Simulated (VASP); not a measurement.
# TiAl2 (Cmmm) in VASP: relaxation of cell and atoms with r2SCAN

Aim: the relaxation of cell and atoms of TiAl2 with r2SCAN.

All numbers are computed with VASP 6.6.1; they aren't measurements. Logs are shortened: lines on timing, memory, paths and dates and some standing lists are left out, and cuts for length are marked.

### 1 The cell of the first run

The structure is orthorhombic, space group Cmmm (No. 65). The conventional cell has a = 3.923 Å, b = 12.048 Å, c = 3.989 Å, α = 90.00°, β = 90.00°, γ = 90.00°. Ti (site symmetry m2m) has 10 Al at 2.72 to 2.86 Å and 2 Ti at 3.00 Å within 3.6 Å. Within 3.6 Å of Al (site symmetry mmm) lie 4 Ti at 2.72 Å and 8 Al at 2.80 to 2.89 Å. Al (site symmetry m2m) has 6 Al at 2.70 to 2.89 Å and 6 Ti at 2.81 to 2.86 Å within 3.6 Å. Within 3.6 Å of Al (site symmetry mmm) lie 4 Ti at 2.74 Å and 8 Al at 2.80 to 2.86 Å.

### 2 Relaxation of cell and atoms, r2SCAN

The input, POSCAR:

```
TiAl2
1.0
    1.9616879852     -6.0238295749      0.0000000000
    1.9616879852      6.0238295749      0.0000000000
    0.0000000000      0.0000000000      3.9887506513
Ti Al
2 4
Direct
    0.6560065877      0.3439934123      0.0000000000
    0.3439934123      0.6560065877      0.0000000000
    0.0000000000      0.0000000000      0.0000000000
    0.8266987087      0.1733012913      0.5000000000
    0.1733012913      0.8266987087      0.5000000000
    0.5000000000      0.5000000000      0.5000000000
```

The input, INCAR.step1:

```
SYSTEM = TiAl2
ALGO = Normal
EDIFF = 1E-4
ENCUT = 600
GGA = PE
ISMEAR = 0
LASPH = .True.
LCHARG = .False.
LREAL = .False.
LWAVE = .True.
NELM = 100
PREC = Accurate
SIGMA = 0.1
```

The input, INCAR.step2:

```
SYSTEM = TiAl2
ALGO = Normal
EDIFF = 1E-6
EDIFFG = -0.04
ENCUT = 600
IBRION = 2
ISIF = 3
ISMEAR = 0
ISTART = 1
LASPH = .True.
LCHARG = .False.
LMIXTAU = .True.
LREAL = .False.
LWAVE = .False.
METAGGA = R2SCAN
NELM = 100
NSW = 90
PREC = Accurate
SIGMA = 0.1
```

The input, KPOINTS:

```
k-points
0
Gamma
  6 6 4
  0 0 0
```

Potentials or basis: VASP PAW PBE potentials, release 64 (Ti_sv, Al).

On the command line:

```bash
cat potpaw_PBE.64/Ti_sv/POTCAR potpaw_PBE.64/Al/POTCAR > POTCAR
cp INCAR.step1 INCAR
mpirun -np 1 vasp_std > vasp.out
cp INCAR.step2 INCAR
mpirun -np 1 vasp_std > vasp.out
```

OUTCAR:

```text
SYSTEM = TiAl2
   EDIFF = 1E-6
   EDIFFG = -0.04
   ENCUT = 600
   IBRION = 2
   ISIF = 3
   ISMEAR = 0
   ISTART = 1
   LASPH = .True.
   LREAL = .False.
   METAGGA = R2SCAN
   NELM = 100
   NSW = 90
   PREC = Accurate

 ion  position               nearest neighbor table
   1  0.656  0.344  0.000-   3 2.72   3 2.72   6 2.74   6 2.74   5 2.81   5 2.81   5 2.81   5 2.81
                             4 2.86   4 2.86
   2  0.344  0.656  0.000-   3 2.72   3 2.72   6 2.74   6 2.74   4 2.81   4 2.81   4 2.81   4 2.81
                             5 2.86   5 2.86
   3  0.000  0.000  0.000-   1 2.72   2 2.72   1 2.72   2 2.72   6 2.80   6 2.80   6 2.80   6 2.80
                             4 2.89   4 2.89   5 2.89   5 2.89
   4  0.827  0.173  0.500-   5 2.70   5 2.70   2 2.81   2 2.81   2 2.81   2 2.81   1 2.86   1 2.86
                             6 2.86   6 2.86   3 2.89   3 2.89
   5  0.173  0.827  0.500-   4 2.70   4 2.70   1 2.81   1 2.81   1 2.81   1 2.81   2 2.86   2 2.86
                             6 2.86   6 2.86   3 2.89   3 2.89
   6  0.500  0.500  0.500-   1 2.74   2 2.74   1 2.74   2 2.74   3 2.80   3 2.80   3 2.80   3 2.80
                             5 2.86   4 2.86   5 2.86   4 2.86

  LATTYP: Found a base centered orthorhombic cell.
 ALAT       =     3.9233759704
 B/A-ratio  =     3.0707378647
 C/A-ratio  =     1.0166628642

  Lattice vectors:

 A1 = (   1.9616879852,  -6.0238295749,   0.0000000000)
 A2 = (   1.9616879852,   6.0238295749,   0.0000000000)
 A3 = (   0.0000000000,   0.0000000000,   3.9887506513)

Analysis of symmetry for initial positions (statically):
=====================================================================
 Subroutine PRICEL returns:
 Original cell was already a primitive cell.

 Routine SETGRP: Setting up the symmetry group for a
 base centered orthorhombic supercell.

 Subroutine GETGRP returns: Found  8 space group operations
 (whereof  8 operations were pure point group operations)
 out of a pool of  8 trial point group operations.

The static configuration has the point symmetry D_2h.

Analysis of symmetry for dynamics (positions and initial velocities):
=====================================================================
 Subroutine PRICEL returns:
 Original cell was already a primitive cell.

 Routine SETGRP: Setting up the symmetry group for a
 base centered orthorhombic supercell.

 Subroutine GETGRP returns: Found  8 space group operations
 (whereof  8 operations were pure point group operations)
 out of a pool of  8 trial point group operations.

The dynamic configuration has the point symmetry D_2h.

 Subroutine INISYM returns: Found  8 space group operations
 (whereof  8 operations are pure point group operations),
 and found     1 'primitive' translations

----------------------------------------------------------------------------------------

                                     Primitive cell

  volume of cell :      94.2691

  direct lattice vectors                    reciprocal lattice vectors
     1.961687985 -6.023829575  0.000000000     0.254882532 -0.083003676  0.000000000
     1.961687985  6.023829575  0.000000000     0.254882532  0.083003676  0.000000000
     0.000000000  0.000000000  3.988750651     0.000000000  0.000000000  0.250705067

  length of vectors
     6.335198694  6.335198694  3.988750651     0.268057298  0.268057298  0.250705067

  position of ions in fractional coordinates (direct lattice)
     0.656006588  0.343993412  0.000000000
     0.343993412  0.656006588  0.000000000
     0.000000000  0.000000000  0.000000000
     0.826698709  0.173301291  0.500000000
     0.173301291  0.826698709  0.500000000
     0.500000000  0.500000000  0.500000000

  ion indices of the primitive-cell ions
   primitive index   ion index
                 1           1
                 2           2
                 3           3
                 4           4
                 5           5
                 6           6

----------------------------------------------------------------------------------------

 KPOINTS: k-points

Automatic generation of k-mesh.
 Grid dimensions read from file:
 generate k-points for:    6    6    4

 Generating k-lattice:

  Cartesian coordinates                     Fractional coordinates (reciprocal lattice)
     0.042480422 -0.013833946  0.000000000     0.166666667  0.000000000  0.000000000
     0.042480422  0.013833946  0.000000000     0.000000000  0.166666667  0.000000000
     0.000000000  0.000000000  0.062676267     0.000000000  0.000000000  0.250000000

  Length of vectors
     0.044676216  0.044676216  0.062676267

  Shift w.r.t. Gamma in fractional coordinates (k-lattice)
     0.000000000  0.000000000  0.000000000

 Subroutine IBZKPT returns following result:
 ===========================================

 Found     39 irreducible k-points:

 Following reciprocal coordinates:
            Coordinates               Weight
  0.000000  0.000000  0.000000      1.000000
  0.166667 -0.000000  0.000000      4.000000
  0.333333 -0.000000  0.000000      4.000000
  0.500000 -0.000000  0.000000      2.000000
  0.166667  0.166667  0.000000      2.000000
  0.333333  0.166667  0.000000      4.000000
[... 16 lines left out ...]
  0.333333  0.333333  0.250000      4.000000
  0.500000  0.333333  0.250000      8.000000
 [... further k-points ...]
   k-points           NKPTS =     39   k-points in BZ     NKDIM =     39   number of bands    NBANDS=     22
   number of dos      NEDOS =    301   number of ions     NIONS =      6
   total plane-waves  NPLWV =  93312
   dimension x,y,z NGX =    54 NGY =   54 NGZ =   32
   dimension x,y,z NGXF=   108 NGYF=  108 NGZF=   64
   ions per type =               2   4
   NGX,Y,Z   is equivalent  to a cutoff of  14.17, 14.17, 13.34 a.u.
   NGXF,Y,Z  is equivalent  to a cutoff of  28.34, 28.34, 26.67 a.u.
 SYSTEM =  TiAl2
   PREC   = accura    normal or accurate (medium, high low for compatibility)
   ISTART =      1    job   : 0-new  1-cont  2-samecut
   ICHARG =      0    charge: 1-file 2-atom 10-const
   ISPIN  =      1    spin polarized calculation?
   LNONCOLLINEAR =      F non collinear calculations
   LSORBIT =      F    spin-orbit coupling
   LASPH  =      T    aspherical Exc in radial PAW
   ENCUT  =  600.0 eV  44.10 Ry    6.64 a.u.  12.65 12.65  7.97*2*pi/ulx,y,z
   NELM   =    100;   NELMIN=  2; NELMDL=  0     # of ELM steps
   EDIFF  = 0.1E-05   stopping-criterion for ELM
   LREAL  =      F    real-space projection
   EDIFFG = -.4E-01   stopping-criterion for IOM
   NSW    =     90    number of steps for IOM
   IBRION =      2    ionic relax: 0-MD 1-quasi-New 2-CG
   NFREE  =      1    steps in history (QN), initial steepest desc. (CG)
   ISIF   =      3    stress and relaxation
   ISYM   =      2    0-nonsym 1-usesym 2-fastsym
   POTIM  = 0.5000    time-step for ionic-motion
   TEBEG  =    0.0;   TEEND  =   0.0 temperature during run
   PSTRESS=    0.0 pullay stress
   NELECT =      36.0000    total number of electrons
   NUPDOWN=      -1.0000    fix difference up-down
   EMIN   =  10.00;   EMAX   =-10.00  energy-range for DOS
   EFERMI =   0.00;   METHOD = LEGACY
   ISMEAR =     0;   SIGMA  =   0.10  broadening in eV -4-tet -1-fermi 0-gaus
   EFERMI_NEDOS =   21; number of points for ismear=-14 and -15
   IALGO  =     38    algorithm
   IMIX   =      4    mixing-type and parameters
     AMIX     =   0.40;   BMIX     =  1.00
     AMIX_MAG =   1.60;   BMIX_MAG =  1.00
  volume/ion in A,a.u.               =      15.71       106.03
  Fermi-wavevector in a.u.,A,eV,Ry     =   1.187734  2.244492 19.193901  1.410712
  Thomas-Fermi vector in A             =   2.323879
   LORBIT       =      0    0 simple, 1 ext, 2 COOP (PROOUT), +10 PAW based schemes
   METAGGA = R2SCAN    functional components
   LHFCALC =     F    Hartree Fock is set to
   AEXX    =    0.0000 exact exchange contribution
   IVDW    =     0    specifies the selected vdW correction
   LEPSILON=     F    determine dielectric tensor
   LRPA    =     F    only Hartree local field effects (RPA)
 conjugate gradient relaxation of ions
 non-spin polarized calculation
 Gauss-broadening in eV      SIGMA  =   0.10
  energy-cutoff  :      600.00
  volume of cell :       94.27
 maximum number of plane-waves:      3170
 NGX is ok and might be reduce to    54
   NGX = 25   NGY = 25   NGZ = 15

--------------------------------------- Ionic step        1  -------------------------------------------

 number of electron      35.9999997 magnetization

 Free energy of the ion-electron system (eV)
  ---------------------------------------------------
  ext. energy  EPLUGINS =         0.00000000
  ---------------------------------------------------
  free energy    TOTEN  =       -55.68617106 eV

  energy without entropy =      -55.67446222  energy(sigma->0) =      -55.68031664

------------------------ aborting loop because EDIFF is reached ----------------------------------------

  FORCE on cell =-STRESS in cart. coord.  units (eV):
  Direction    XX          YY          ZZ          XY          YZ          ZX
  --------------------------------------------------------------------------------------
  -------------------------------------------------------------------------------------
  Total       -0.1238940      0.0313756      0.2350074      0.0000000      0.0000000      0.0000000
  in kB       -2.1056754      0.5332533      3.9941335      0.0000000      0.0000000      0.0000000
  external PRESSURE =       0.8072371 kB  Pullay stress =       0.0000000 kB
[... 65 lines left out ...]
  energy  without entropy=      -55.6763018285  energy(sigma->0) =      -55.68205215

--------------------------------------- Ionic step        3  -------------------------------------------

 number of electron      35.9999997 magnetization

 Free energy of the ion-electron system (eV)
  ---------------------------------------------------
  ext. energy  EPLUGINS =         0.00000000
  ---------------------------------------------------
  free energy    TOTEN  =       -55.68827198 eV

  energy without entropy =      -55.67688863  energy(sigma->0) =      -55.68258031

 E-fermi :   8.6544     XC(G=0): -11.6702

 val. band max:        8.6420580793   @ k =   0.0000   0.0000   0.5000
 cond. band min:       8.6609937968   @ k =  -0.1667   0.1667   0.2500
 fundamental gap:      0.0189357175
 Fermi energy:         8.6544093106

 k-point     1 :       0.0000    0.0000    0.0000
  band No.  band energies     occupation
      1     -50.4248      2.00000
      2     -50.3914      2.00000
      3     -25.7596      2.00000
      4     -25.7227      2.00000
      5     -25.6970      2.00000
      6     -25.6733      2.00000
[... 574 lines left out ...]
      6     -25.6835      2.00000
[... 14 lines left out ...]
     21       9.9450      0.00000
     22      10.2178      0.00000

 [... further k-points ...]

------------------------ aborting loop because EDIFF is reached ----------------------------------------

  FORCE on cell =-STRESS in cart. coord.  units (eV):
  Direction    XX          YY          ZZ          XY          YZ          ZX
  --------------------------------------------------------------------------------------
  -------------------------------------------------------------------------------------
  Total       -0.0958757     -0.1955905     -0.1451910      0.0000000      0.0000000      0.0000000
  in kB       -1.6257666     -3.3166324     -2.4620066      0.0000000      0.0000000      0.0000000
  external PRESSURE =      -2.4681352 kB  Pullay stress =       0.0000000 kB
[... 21 lines left out ...]
  FREE ENERGIE OF THE ION-ELECTRON SYSTEM (eV)
  ---------------------------------------------------
  free  energy   TOTEN  =       -55.6882719762 eV

  energy  without entropy=      -55.6768886342  energy(sigma->0) =      -55.68258031

 reached required accuracy - stopping structural energy minimisation
```

Wall time 15 min (1 thread of AMD EPYC 9R45 (Zen 5), shared host); peak memory 0.35 GiB.

What came out:

```
Free energy                           : -55.6883 eV
Relaxed volume                        : 15.75 Å³/atom
Relaxed cell                          : a = 6.337 Å, b = 6.337 Å, c = 4.004 Å, α = 90.00°, β = 90.00°, γ = 144.01°
Space group after relaxing (to 0.1 Å) : Cmmm (No. 65)
Energy gained by relaxing             : 0.4 meV/atom
Ionic steps                           : 3
Pressure after relaxing               : -0.2 GPa
Largest force after relaxing          : 0.026 eV/Å
Band gap on the k mesh                : zero (bands 18 and 19 overlap by 1.63 eV)
```

Forces in eV/Å, atoms in the order of the input:
```
Ti   0.000  0.006  0.000
Ti   0.000 -0.006  0.000
Al   0.000  0.000  0.000
Al   0.000 -0.026  0.000
Al   0.000  0.026  0.000
Al   0.000  0.000  0.000
```

Stress tensor (GPa, compression positive):
```
-0.16  0.00  0.00
 0.00 -0.33  0.00
 0.00  0.00 -0.25
```

Step by step:
```tsv
step	energy change (eV)	largest force (eV/Å)	pressure (GPa)	volume (Å³)
1	0.0000	0.1080	0.08	94.27
2	-0.0016	0.0514	-0.09	94.38
3	-0.0021	0.0265	-0.25	94.48
```

Final structure:
```
Ti Al
1.0
     1.95778   -6.02687    0.00000
     1.95778    6.02687    0.00000
     0.00000    0.00000    4.00383
Ti Al
2 4
Direct
  0.65687 0.34313 0.00000
  0.34313 0.65687 0.00000
  0.00000 0.00000 0.00000
  0.82728 0.17272 0.50000
  0.17272 0.82728 0.50000
  0.50000 0.50000 0.50000
```

Caveat: the k points lie up to 0.39 Å⁻¹ apart in the final cell, too coarse for converged energies and pressures of a metal; the PAW data sets were made with another functional, which shifts forces and pressure a little.
